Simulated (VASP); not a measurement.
## BN: single point with LDA

BN:

```
CELL_PARAMETERS angstrom
1.23887 0.71526 2.90058
-1.23887 0.71526 2.90058
0.00000 -1.43053 2.90058
ATOMIC_POSITIONS crystal
B 0.00022 0.00022 0.00022
N 0.33221 0.33221 0.33221
```

- Program: VASP 6.6.1
- Task: single point
- Functional: LDA
- Potentials or basis: VASP PAW LDA potentials, release 64 (B, N)
- Cutoff: 520 eV
- k mesh: 12 × 12 × 12
- Occupations: gaussian, width 0.01 eV
- Spin: no spin polarisation
- Dipole correction: no
- Further INCAR settings: ALGO = Normal; EDIFF = 1e-06; NBANDS = 11

```yaml
Pressure: 6.5 GPa
Band_gap_on_the_k_mesh: 3.68 eV (least direct gap 4.72 eV)
```

Stress tensor (GPa, compression positive):
```
6.80 0.00 0.00
0.00 6.80 0.00
0.00 0.00 5.81
```

Levels at points of the mesh, in eV from the valence-band top:
| k point | band 2 | band 3 | band 4 | band 5 | band 6 | band 7 |
| --- | --- | --- | --- | --- | --- | --- |
| (0.00, 0.00, 0.00) | -3.40 | -1.35 | -1.35 | 6.05 | 11.74 | 11.74 |
| (0.50, 0.00, 0.00) | -9.28 | -4.17 | -0.42 | 5.33 | 10.49 | 13.68 |
| (0.50, 0.50, 0.00) | -8.92 | -4.38 | -1.70 | 3.68 | 9.88 | 15.30 |
| (0.50, 0.50, 0.50) | -7.31 | -1.42 | -1.42 | 11.53 | 11.53 | 11.54 |

Wall time 15 s on 1 thread of Intel(R) Xeon(R) Platinum 8488C (Sapphire Rapids) (shared host), peak memory 0.14 GiB.

Caveat: the cell stands under pressure. A k mesh can miss the band edges.
